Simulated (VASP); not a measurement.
Wanted: the native input for a VASP 6.6.1 run.

```yaml
Task: relaxation of cell and atoms
Functional: PBE
Potentials_or_basis: VASP PAW PBE potentials, release 64 (Sn_d)
Cutoff: 600 eV
k_mesh: 12 × 12 × 8
Occupations: gaussian, width 0.1 eV
Spin: no spin polarisation
Dipole_correction: no
Further_INCAR_settings: ALGO = Fast; EDIFF = 1e-06; IBRION = 2; EDIFFG = -0.01; NSW = 80; ISIF = 3
```

The structure of Sn lies in POSCAR:

```
Sn
1.0
    5.2560529774      0.0000000000      0.0000000000
   -2.6280264887      4.5518754021      0.0000000000
    0.0000000000      0.0000000000      5.6882146206
Sn
4
Direct
    0.0000000000      0.0000000000      0.2500000000
    0.0000000000      0.0000000000      0.7500000000
    0.3333333333      0.6666666667      0.2500000000
    0.6666666667      0.3333333333      0.7500000000
```

This isn't the form of Sn at room conditions, which is tetragonal (white tin).

These files were run (other wordings do the same):

INCAR

```
  PREC = Accurate
  ENCUT = 600
  EDIFF = 1E-6
  ISMEAR = 0
  SIGMA = 0.1
  LREAL = F
  LASPH = T
  NELM = 100
  ALGO = Fast
  ISIF = 3
  LWAVE = F
  LCHARG = F
  GGA = PE
  IBRION = 2
  NSW = 80
  EDIFFG = -0.01
```

KPOINTS

```
regular mesh
0
Gamma
  12 12 8
```

Potentials or basis: VASP PAW PBE potentials, release 64 (Sn_d).

Launch:

```bash
$ cat potpaw_PBE.64/Sn_d/POTCAR > POTCAR
$ mpirun -np 1 vasp_std > vasp.out
```

It gave:

```json
{
 "Relaxed volume": "34.32 Å³/atom",
 "Relaxed cell": "a = 5.107 Å, b = 5.107 Å, c = 6.079 Å, α = 90.00°, β = 90.00°, γ = 120.00°",
 "Space group after relaxing (to 0.1 Å)": "P6_3/mmc (No. 194)",
 "Energy gained by relaxing": "29.1 meV/atom",
 "Ionic steps": "13",
 "Pressure after relaxing": "0.0 GPa",
 "Band gap on the k mesh": "zero (bands 28 and 29 overlap by 2.25 eV)"
}
```

Caveat: spin-orbit coupling is left out, which moves the levels of the heavy elements.

It took 78 min on 1 thread of Oxide Virtual Turin-like Processor (shared host), peak memory 0.52 GiB.
